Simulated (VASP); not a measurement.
# VN (Fm-3m) in VASP: a series of runs

Runs on VN. Level: PBE. Tasks: single point, relaxation of cell and atoms.

Program: VASP 6.6.1. These are calculated values, not measurements. Logs are shortened: lines on timing, memory, paths and dates and some standing lists are left out, and cuts for length are marked.

**1. The cell of the first run**

Symmetry: Fm-3m, No. 225, cubic system. Conventional cell: a = 4.080 Å, b = 4.080 Å, c = 4.080 Å, α = 90.00°, β = 90.00°, γ = 90.00°. Within 2.7 Å of V (site symmetry m-3m) lie 6 N at 2.04 Å. Within 2.7 Å of N (site symmetry m-3m) lie 6 V at 2.04 Å.

**2. Single point, PBE**

INCAR

```
SYSTEM = VN
PREC     = Accurate       ! precision mode
ENCUT    = 600            ! plane-wave cutoff, eV
EDIFF    = 1E-6           ! SCF threshold, eV
ISMEAR   = 0              ! smearing method
SIGMA    = 0.1            ! smearing width, eV
LREAL    = .FALSE.        ! projectors in reciprocal space
LASPH    = .TRUE.         ! aspherical terms in the spheres
NELM     = 120            ! most SCF steps
ALGO     = Normal         ! electronic algorithm
ISIF     = 2              ! what is computed and relaxed
LWAVE    = .FALSE.        ! write WAVECAR
LCHARG   = .FALSE.        ! write CHGCAR
GGA      = PE             ! functional
NBANDS   = 16             ! bands
GGA_COMPAT= .FALSE.
```

KPOINTS

```
Automatic mesh
0
G
  8 8 8
  0 0 0
```

POSCAR

```
VN
1.0
    0.0000000000      2.0400000000      2.0400000000
    2.0400000000      0.0000000000      2.0400000000
    2.0400000000      2.0400000000      0.0000000000
V N
1 1
Direct
    0.0000000000      0.0000000000      0.0000000000
    0.5000000000      0.5000000000      0.5000000000
```

Potentials or basis: VASP PAW PBE potentials, release 64 (V_sv, N).

The run is started by

```bash
$ cat potpaw_PBE.64/V_sv/POTCAR potpaw_PBE.64/N/POTCAR > POTCAR
$ mpirun -np 1 vasp_std > vasp.out
```

OUTCAR:

```text
SYSTEM = VN
   PREC = Accurate
   ENCUT = 600
   EDIFF = 1E-6
   ISMEAR = 0
   LREAL = .FALSE.
   LASPH = .TRUE.
   NELM = 120
   ISIF = 2
   GGA = PE

 ion  position               nearest neighbor table
   1  0.000  0.000  0.000-   2 2.04   2 2.04   2 2.04   2 2.04   2 2.04   2 2.04
   2  0.500  0.500  0.500-   1 2.04   1 2.04   1 2.04   1 2.04   1 2.04   1 2.04

  LATTYP: Found a face centered cubic cell.
 ALAT       =     4.0800000000

  Lattice vectors:

 A1 = (   0.0000000000,   2.0400000000,   2.0400000000)
 A2 = (   2.0400000000,   0.0000000000,   2.0400000000)
 A3 = (   2.0400000000,   2.0400000000,   0.0000000000)

Analysis of symmetry for initial positions (statically):
=====================================================================
 Subroutine PRICEL returns:
 Original cell was already a primitive cell.

 Routine SETGRP: Setting up the symmetry group for a
 face centered cubic supercell.

 Subroutine GETGRP returns: Found 48 space group operations
 (whereof 48 operations were pure point group operations)
 out of a pool of 48 trial point group operations.

The static configuration has the point symmetry O_h .

Analysis of symmetry for dynamics (positions and initial velocities):
=====================================================================
 Subroutine PRICEL returns:
 Original cell was already a primitive cell.

 Routine SETGRP: Setting up the symmetry group for a
 face centered cubic supercell.

 Subroutine GETGRP returns: Found 48 space group operations
 (whereof 48 operations were pure point group operations)
 out of a pool of 48 trial point group operations.

The dynamic configuration has the point symmetry O_h .

 Subroutine INISYM returns: Found 48 space group operations
 (whereof 48 operations are pure point group operations),
 and found     1 'primitive' translations

----------------------------------------------------------------------------------------

                                     Primitive cell

  volume of cell :      16.9793

  direct lattice vectors                    reciprocal lattice vectors
     0.000000000  2.040000000  2.040000000    -0.245098039  0.245098039  0.245098039
     2.040000000  0.000000000  2.040000000     0.245098039 -0.245098039  0.245098039
     2.040000000  2.040000000  0.000000000     0.245098039  0.245098039 -0.245098039

  length of vectors
     2.884995667  2.884995667  2.884995667     0.424522257  0.424522257  0.424522257

  position of ions in fractional coordinates (direct lattice)
     0.000000000  0.000000000  0.000000000
     0.500000000  0.500000000  0.500000000

  ion indices of the primitive-cell ions
   primitive index   ion index
                 1           1
                 2           2

----------------------------------------------------------------------------------------

 KPOINTS: Automatic mesh

Automatic generation of k-mesh.
 Grid dimensions read from file:
 generate k-points for:    8    8    8

 Generating k-lattice:

  Cartesian coordinates                     Fractional coordinates (reciprocal lattice)
    -0.030637255  0.030637255  0.030637255     0.125000000  0.000000000  0.000000000
     0.030637255 -0.030637255  0.030637255     0.000000000  0.125000000  0.000000000
     0.030637255  0.030637255 -0.030637255     0.000000000  0.000000000  0.125000000

  Length of vectors
     0.053065282  0.053065282  0.053065282

  Shift w.r.t. Gamma in fractional coordinates (k-lattice)
     0.000000000  0.000000000  0.000000000

 Subroutine IBZKPT returns following result:
 ===========================================

 Found     29 irreducible k-points:

 Following reciprocal coordinates:
            Coordinates               Weight
  0.000000  0.000000  0.000000      1.000000
  0.125000  0.000000  0.000000      8.000000
  0.250000  0.000000  0.000000      8.000000
  0.375000  0.000000  0.000000      8.000000
  0.500000  0.000000  0.000000      4.000000
  0.125000  0.125000  0.000000      6.000000
[... 16 lines left out ...]
  0.500000  0.250000  0.125000     48.000000
 -0.375000  0.250000  0.125000     24.000000
 [... further k-points ...]
   k-points           NKPTS =     29   k-points in BZ     NKDIM =     29   number of bands    NBANDS=     16
   number of dos      NEDOS =    301   number of ions     NIONS =      2
   total plane-waves  NPLWV =  13824
   dimension x,y,z NGX =    24 NGY =   24 NGZ =   24
   dimension x,y,z NGXF=    48 NGYF=   48 NGZF=   48
   ions per type =               1   1
   NGX,Y,Z   is equivalent  to a cutoff of  13.83, 13.83, 13.83 a.u.
   NGXF,Y,Z  is equivalent  to a cutoff of  27.66, 27.66, 27.66 a.u.
 SYSTEM =  VN
   PREC   = accura    normal or accurate (medium, high low for compatibility)
   ISTART =      0    job   : 0-new  1-cont  2-samecut
   ICHARG =      2    charge: 1-file 2-atom 10-const
   ISPIN  =      1    spin polarized calculation?
   LNONCOLLINEAR =      F non collinear calculations
   LSORBIT =      F    spin-orbit coupling
   LASPH  =      T    aspherical Exc in radial PAW
   ENCUT  =  600.0 eV  44.10 Ry    6.64 a.u.   5.76  5.76  5.76*2*pi/ulx,y,z
   NELM   =    120;   NELMIN=  2; NELMDL= -5     # of ELM steps
   EDIFF  = 0.1E-05   stopping-criterion for ELM
   LREAL  =      F    real-space projection
   EDIFFG = 0.1E-04   stopping-criterion for IOM
   NSW    =      0    number of steps for IOM
   IBRION =     -1    ionic relax: 0-MD 1-quasi-New 2-CG
   NFREE  =      0    steps in history (QN), initial steepest desc. (CG)
   ISIF   =      2    stress and relaxation
   ISYM   =      2    0-nonsym 1-usesym 2-fastsym
   POTIM  = 0.5000    time-step for ionic-motion
   TEBEG  =    0.0;   TEEND  =   0.0 temperature during run
   PSTRESS=    0.0 pullay stress
   NELECT =      18.0000    total number of electrons
   NUPDOWN=      -1.0000    fix difference up-down
   EMIN   =  10.00;   EMAX   =-10.00  energy-range for DOS
   EFERMI =   0.00;   METHOD = LEGACY
   ISMEAR =     0;   SIGMA  =   0.10  broadening in eV -4-tet -1-fermi 0-gaus
   EFERMI_NEDOS =   21; number of points for ismear=-14 and -15
   IALGO  =     38    algorithm
   IMIX   =      4    mixing-type and parameters
     AMIX     =   0.40;   BMIX     =  1.00
     AMIX_MAG =   1.60;   BMIX_MAG =  1.00
  volume/ion in A,a.u.               =       8.49        57.29
  Fermi-wavevector in a.u.,A,eV,Ry     =   1.669266  3.154455 37.911932  2.786448
  Thomas-Fermi vector in A             =   2.754969
   LORBIT       =      0    0 simple, 1 ext, 2 COOP (PROOUT), +10 PAW based schemes
   GGA     = PE    functional components
   LHFCALC =     F    Hartree Fock is set to
   AEXX    =    0.0000 exact exchange contribution
   IVDW    =     0    specifies the selected vdW correction
   LEPSILON=     F    determine dielectric tensor
   LRPA    =     F    only Hartree local field effects (RPA)
 non-spin polarized calculation
 Gauss-broadening in eV      SIGMA  =   0.10
  energy-cutoff  :      600.00
  volume of cell :       16.98
 maximum number of plane-waves:       588
   NGX = 11   NGY = 11   NGZ = 11

 number of electron      18.0000006 magnetization

 Free energy of the ion-electron system (eV)
  ---------------------------------------------------
  ext. energy  EPLUGINS =         0.00000000
  ---------------------------------------------------
  free energy    TOTEN  =       -19.28913237 eV

  energy without entropy =      -19.27651559  energy(sigma->0) =      -19.28282398

 E-fermi :  12.4823     XC(G=0): -13.7822

 val. band max:       12.4417485434   @ k =   0.2500   0.0000   0.0000
 cond. band min:      12.4984657177   @ k =  -0.3750   0.2500   0.0000
 fundamental gap:      0.0567171743
 Fermi energy:        12.4823017180

 k-point     1 :       0.0000    0.0000    0.0000
  band No.  band energies     occupation
      1     -53.0001      2.00000
      2     -26.6170      2.00000
      3     -26.6170      2.00000
      4     -26.6170      2.00000
      5      -5.7724      2.00000
      6      10.1433      2.00000
[... 8 lines left out ...]
     15      26.5310      0.00000
     16      32.6757      0.00000

 k-point     2 :       0.1250    0.0000    0.0000
  band No.  band energies     occupation
      1     -52.9879      2.00000
      2     -26.7005      2.00000
      3     -26.6246      2.00000
      4     -26.6246      2.00000
      5      -5.4439      2.00000
      6       8.4877      2.00000
[... 8 lines left out ...]
     15      26.4053      0.00000
     16      32.2398      0.00000

 k-point     3 :       0.2500    0.0000    0.0000
  band No.  band energies     occupation
      1     -52.9582      2.00000
      2     -26.8979      2.00000
      3     -26.6427      2.00000
      4     -26.6427      2.00000
      5      -4.5670      2.00000
      6       6.1722      2.00000
[... 8 lines left out ...]
     15      25.7600      0.00000
     16      30.5026      0.00000

 k-point     4 :       0.3750    0.0000    0.0000
  band No.  band energies     occupation
      1     -52.9283      2.00000
      2     -27.0899      2.00000
      3     -26.6608      2.00000
      4     -26.6608      2.00000
      5      -3.4854      2.00000
      6       4.1744      2.00000
[... 8 lines left out ...]
     15      26.3217      0.00000
     16      28.3869      0.00000

 k-point     5 :       0.5000    0.0000    0.0000
  band No.  band energies     occupation
      1     -52.9159      2.00000
      2     -27.1679      2.00000
      3     -26.6682      2.00000
      4     -26.6682      2.00000
      5      -2.9174      2.00000
      6       3.3017      2.00000
[... 8 lines left out ...]
     15      27.0172      0.00000
     16      27.4596      0.00000

 k-point     6 :       0.1250    0.1250    0.0000
  band No.  band energies     occupation
      1     -52.9838      2.00000
      2     -26.6945      2.00000
      3     -26.6436      2.00000
      4     -26.6436      2.00000
      5      -5.3548      2.00000
      6       7.6445      2.00000
[... 8 lines left out ...]
     15      26.5541      0.00000
     16      31.6755      0.00000

 k-point     7 :       0.2500    0.1250    0.0000
  band No.  band energies     occupation
      1     -52.9600      2.00000
      2     -26.8393      2.00000
      3     -26.6699      2.00000
      4     -26.6588      2.00000
      5      -4.7219      2.00000
      6       6.1982      2.00000
[... 8 lines left out ...]
     15      26.0957      0.00000
     16      30.4300      0.00000

 k-point     8 :       0.3750    0.1250    0.0000
  band No.  band energies     occupation
      1     -52.9302      2.00000
      2     -27.0219      2.00000
      3     -26.6880      2.00000
      4     -26.6856      2.00000
      5      -3.7978      2.00000
      6       4.7716      2.00000
[... 8 lines left out ...]
     15      25.8620      0.00000
     16      28.3314      0.00000

 k-point     9 :       0.5000    0.1250    0.0000
  band No.  band energies     occupation
      1     -52.9119      2.00000
      2     -27.1295      2.00000
      3     -26.7154      2.00000
      4     -26.6875      2.00000
      5      -3.0906      2.00000
      6       3.7577      2.00000
[... 8 lines left out ...]
     15      26.4690      0.00000
     16      27.1582      0.00000
[... 172 lines left out ...]
 k-point    19 :       0.5000    0.3750    0.0000
  band No.  band energies     occupation
      1     -52.8928      2.00000
      2     -27.0549      2.00000
      3     -26.8236      2.00000
      4     -26.7794      2.00000
      5      -3.8167      2.00000
      6       5.4944      2.00000
[... 8 lines left out ...]
     15      25.1803      0.00000
     16      26.2472      0.00000

 k-point    20 :      -0.3750    0.3750    0.0000
  band No.  band energies     occupation
      1     -52.8909      2.00000
      2     -27.0042      2.00000
      3     -26.9210      2.00000
      4     -26.7526      2.00000
      5      -3.5085      2.00000
      6       5.7405      2.00000
[... 8 lines left out ...]
     15      24.6701      0.00000
     16      25.6551      0.00000

 k-point    21 :       0.5000    0.5000    0.0000
  band No.  band energies     occupation
      1     -52.8888      2.00000
      2     -27.0855      2.00000
      3     -26.7984      2.00000
      4     -26.7984      2.00000
      5      -3.9526      2.00000
      6       5.6413      2.00000
[... 8 lines left out ...]
     15      25.1645      0.00000
     16      26.7524      0.00000

 k-point    22 :       0.3750    0.2500    0.1250
  band No.  band energies     occupation
      1     -52.9361      2.00000
      2     -26.9353      2.00000
      3     -26.7422      2.00000
      4     -26.6717      2.00000
      5      -4.1327      2.00000
      6       5.2723      2.00000
[... 8 lines left out ...]
     15      25.6020      0.00000
     16      28.0522      0.00000

 k-point    23 :       0.5000    0.2500    0.1250
  band No.  band energies     occupation
      1     -52.9122      2.00000
      2     -27.0365      2.00000
      3     -26.7933      2.00000
      4     -26.6985      2.00000
      5      -3.4848      2.00000
      6       4.6015      2.00000
[... 8 lines left out ...]
     15      25.3966      0.00000
     16      26.9050      0.00000

 k-point    24 :      -0.3750    0.2500    0.1250
  band No.  band energies     occupation
      1     -52.9022      2.00000
      2     -27.0805      2.00000
      3     -26.8066      2.00000
      4     -26.7148      2.00000
      5      -3.1922      2.00000
      6       4.3145      2.00000
[... 8 lines left out ...]
     15      25.7311      0.00000
     16      26.7055      0.00000

 [... further k-points ...]
[... 5 lines left out ...]
  --------------------------------------------------------------------------------------
  -------------------------------------------------------------------------------------
  Total        1.0208972      1.0208972      1.0208972      0.0000000      0.0000000      0.0000000
  in kB       96.3323366     96.3323366     96.3323366      0.0000000      0.0000000      0.0000000
  external PRESSURE =      96.3323366 kB  Pullay stress =       0.0000000 kB

 VOLUME and BASIS-vectors are now :
 -----------------------------------------------------------------------------
  energy-cutoff  :      600.00
  volume of cell :       16.98
      direct lattice vectors                 reciprocal lattice vectors
     0.000000000  2.040000000  2.040000000    -0.245098039  0.245098039  0.245098039
     2.040000000  0.000000000  2.040000000     0.245098039 -0.245098039  0.245098039
     2.040000000  2.040000000  0.000000000     0.245098039  0.245098039 -0.245098039

 POSITION                                       TOTAL-FORCE (eV/Angst)
 -----------------------------------------------------------------------------------
      0.00000      0.00000      0.00000        -0.000000     -0.000000     -0.000000
      2.04000      2.04000      2.04000         0.000000      0.000000      0.000000
 -----------------------------------------------------------------------------------
    total drift:                                0.000000     -0.000000     -0.000000

  FREE ENERGIE OF THE ION-ELECTRON SYSTEM (eV)
  ---------------------------------------------------
  free  energy   TOTEN  =       -19.2891323739 eV

  energy  without entropy=      -19.2765155877  energy(sigma->0) =      -19.28282398
```

Wall time 12 s (1 thread of Intel Xeon 8259CL, shared host); peak memory 0.14 GiB.

What came out:

```
Free energy            : -19.2891 eV
Pressure               : 9.6 GPa
Band gap on the k mesh : zero (bands 9 and 10 overlap by 2.23 eV)
```

Caveat: the cell stands under pressure; the run has no spin polarisation, though such a crystal can be magnetic. With open d or f shells a metallic result of PBE can be an artefact of self-interaction; +U or a hybrid may open a gap.

(Continued in part 2 of 2.)
